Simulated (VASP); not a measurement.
Write the native input for VASP 6.6.1 that does the following.

| Property | Result |
| --- | --- |
| Task | single point |
| Functional | r2SCAN |
| Potentials or basis | VASP PAW PBE potentials, release 64 (Li_sv, H) |
| Cutoff | 830 eV |
| k mesh | 10 × 10 × 10 |
| Occupations | gaussian, width 0.01 eV |
| Spin | no spin polarisation |
| Dipole correction | no |
| Further INCAR settings | ALGO = Normal; EDIFF = 1e-06; NBANDS = 9 |

The system is LiH.

```
Li H
1.0
     0.00000    2.00340    2.00340
     2.00340    0.00000    2.00340
     2.00340    2.00340    0.00000
Li H
1 1
Direct
  0.00000 0.00000 0.00000
  0.50000 0.50000 0.50000
```

One way to write it, as run:

POSCAR

```
LiH
1.0
    0.0000000000      2.0033987139      2.0033987139
    2.0033987139      0.0000000000      2.0033987139
    2.0033987139      2.0033987139      0.0000000000
Li H
1 1
Direct
    0.0000000000      0.0000000000      0.0000000000
    0.5000000000      0.5000000000      0.5000000000
```

INCAR.step1

```
SYSTEM = LiH
  ALGO = Normal
  EDIFF = 1E-5
  ENCUT = 830
  GGA = PE
  GGA_COMPAT = .False.
  ISMEAR = 0
  LASPH = .True.
  LCHARG = .False.
  LREAL = .False.
  LWAVE = .True.
  NBANDS = 9
  NELM = 120
  PREC = Accurate
  SIGMA = 0.01
```

INCAR.step2

```
SYSTEM = LiH
  ALGO = Normal
  EDIFF = 1E-6
  ENCUT = 830
  GGA_COMPAT = .False.
  ISIF = 2
  ISMEAR = 0
  ISTART = 1
  LASPH = .True.
  LCHARG = .False.
  LMIXTAU = .True.
  LREAL = .False.
  LWAVE = .False.
  METAGGA = R2SCAN
  NBANDS = 9
  NELM = 120
  PREC = Accurate
  SIGMA = 0.01
```

KPOINTS

```
k-points
0
Gamma
  10 10 10
  0 0 0
```

Potentials or basis: VASP PAW PBE potentials, release 64 (Li_sv, H).

Run with:

```bash
$ cat potpaw_PBE.64/Li_sv/POTCAR potpaw_PBE.64/H/POTCAR > POTCAR
$ cp INCAR.step1 INCAR
$ mpirun -np 1 vasp_std > vasp.out
$ cp INCAR.step2 INCAR
$ mpirun -np 1 vasp_std > vasp.out
```

Results of the run:

| Quantity | Value |
| --- | --- |
| Pressure | -0.1 GPa |
| Band gap on the k mesh | 3.58 eV, direct |

Caveat: the PAW data sets were made with another functional, which shifts forces and pressure a little.

It took 100 s on 1 thread of Intel Xeon 8259CL, on a shared host, peak memory 0.16 GiB.
